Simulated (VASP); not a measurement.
Wanted: the native input for a VASP 6.6.1 run.

* Task: single point
* Functional: HSE06
* Potentials or basis: VASP PAW PBE potentials, release 64 (Al, N)
* Cutoff: 520 eV
* k mesh: 8 × 8 × 8
* Occupations: gaussian, width 0.01 eV
* Spin: no spin polarisation
* Dipole correction: no
* Grid for exact exchange (PRECFOCK): Normal
* Further INCAR settings: ALGO = Normal; EDIFF = 1e-06; NBANDS = 11
* Share of exact exchange: 0.25
* Screening parameter: 0.2079 1/Å

The system is AlN.

```xyz
2
Lattice="0.0000 2.0492 1.9965 2.0492 0.0000 1.9965 2.0492 2.0492 0.0000" Properties=species:S:1:pos:R:3 pbc="T T T"
Al    0.0000    0.0000    0.0000
N     2.0492    2.0492    1.9965
```

This cell differs from its parent crystal: epitaxial xy strain +1.5%.

The input as run:

POSCAR

```
AlN
1.0
    0.0000000000      2.0491514780      1.9964597140
    2.0491514780      0.0000000000      1.9964597140
    2.0491514780      2.0491514780      0.0000000000
Al N
1 1
Direct
    0.0000000000      0.0000000000      0.0000000000
    0.5000000000      0.5000000000      0.5000000000
```

INCAR.step1

```
SYSTEM = AlN
PREC = Accurate
ENCUT = 520
EDIFF = 1E-5
ISMEAR = 0
SIGMA = 0.01
LREAL = .False.
LASPH = .True.
NELM = 100
ALGO = Normal
ISIF = 2
LWAVE = .True.
NBANDS = 11
GGA = PE
```

INCAR.step2

```
SYSTEM = AlN
PREC = Accurate
ENCUT = 520
EDIFF = 1E-6
ISMEAR = 0
SIGMA = 0.01
LREAL = .False.
LASPH = .True.
NELM = 100
ALGO = Normal
ISIF = 2
LWAVE = .False.
LCHARG = .True.
GGA = PE
LHFCALC = .True.
HFSCREEN = 0.2079
PRECFOCK = Normal
LELF = .True.
LVHAR = .True.
NBANDS = 11
ISTART = 1
```

KPOINTS

```
Automatic mesh
0
Gamma
  8 8 8
  0 0 0
```

Potentials or basis: VASP PAW PBE potentials, release 64 (Al, N).

Run with:

```sh
$ cat potpaw_PBE.64/Al/POTCAR potpaw_PBE.64/N/POTCAR > POTCAR
$ cp INCAR.step1 INCAR
$ mpirun -np 1 vasp_std > vasp.out
$ cp INCAR.step2 INCAR
$ mpirun -np 1 vasp_std > vasp.out
```

It gave:

| Item | Value |
| --- | --- |
| Pressure | -6.0 GPa |
| Band gap on the k mesh | 5.59 eV (least direct gap 6.88 eV) |

Caveat: the cell differs from its parent crystal (epitaxial xy strain +1.5%); the stress differs along the axes, from -8 to -1 GPa; the structure was generated, so it needn't be the stable form of AlN; the PAW data sets were made with another functional, which shifts forces and pressure a little.

Run time: 61 min on 1 thread of Intel Xeon 8259CL, on a shared host, peak memory 0.26 GiB.
